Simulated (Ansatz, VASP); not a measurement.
# TiO2 in VASP and in Ansatz

```
CELL_PARAMETERS angstrom
-1.89210 1.89210 4.56701
1.89210 -1.89210 4.56701
1.89210 1.89210 -4.56701
ATOMIC_POSITIONS crystal
Ti 0.75000 0.25000 0.50000
Ti 0.00000 0.00000 0.00000
O 0.79190 0.79190 0.00000
O 0.54190 0.04190 0.50000
O 0.95810 0.45810 0.50000
O 0.20810 0.20810 0.00000
```

Alike in both runs: task relaxation of the atoms; functional PBE; k mesh 8 × 8 × 8; occupations fermi-dirac, width 0.05 eV; no spin polarisation.

|  | VASP | Ansatz |
| --- | --- | --- |
| version | VASP 6.6.1 | Ansatz 0.2.0 |
| potentials or method | VASP PAW PBE potentials, release 64 (Ti_sv, O) | Ansatz PAW |
| plane-wave cutoff (eV) | 520 | 420 |
| valence electrons in the cell | 48 | 48 |

VASP gave:

* gap on the k mesh at the Fermi level, each at its own relaxed structure (eV): 1.96

Question: Estimate Ansatz's values.

Answer: gap on the k mesh at the Fermi level, each at its own relaxed structure (eV): 2.00.
